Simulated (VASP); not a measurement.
SiO2, 30 atoms in the cell. It takes space group Cccm (No. 66, orthorhombic). Conventional cell: a = 10.285 Å, b = 11.994 Å, c = 10.066 Å, α = 90.00°, β = 90.00°, γ = 90.00°. Si (site symmetry 1) has 4 O at 1.61 to 1.62 Å within 2.1 Å. Si (site symmetry 222) has 4 O at 1.62 Å within 2.2 Å. Within 2.2 Å of O (site symmetry 1) lie 2 Si at 1.62 Å. Within 2.2 Å of O (site symmetry m) lie 2 Si at 1.62 Å. Within 2.2 Å of O (site symmetry 2) lie 2 Si at 1.62 Å. Within 2.1 Å of O (site symmetry 2) lie 2 Si at 1.61 Å. 

| Item | Value |
| --- | --- |
| Program | VASP 6.6.1 |
| Task | electric field gradients |
| Functional | r2SCAN |
| Potentials or basis | VASP PAW PBE potentials, release 64 (Si, O) |
| Cutoff | 520 eV |
| k mesh | 3 × 3 × 3 |
| Occupations | fermi-dirac, width 0.02 eV |
| Spin | no spin polarisation |
| Dipole correction | no |
| Further INCAR settings | LREAL = Auto; ALGO = Normal; EDIFF = 1e-08; NBANDS = 101 |

Potentials or basis: VASP PAW PBE potentials, release 64 (Si, O).

The run is started by

```bash
$ cat potpaw_PBE.64/Si/POTCAR potpaw_PBE.64/O/POTCAR > POTCAR
$ cp INCAR.step1 INCAR
$ mpirun -np 1 vasp_std > vasp.out
$ cp INCAR.step2 INCAR
$ mpirun -np 1 vasp_std > vasp.out
```

Hardware: 1 × NVIDIA H100 80GB with 1 thread of AMD EPYC 7R13 Processor (Zen 3), on a shared host.

**Question.** Estimate the wall time of this run.

**Answer.** Run time: 4.2 min on 1 × NVIDIA H100 80GB with 1 thread of AMD EPYC 7R13 Processor (Zen 3) (shared host), peak memory 1.8 GiB. Counts: k points 8.
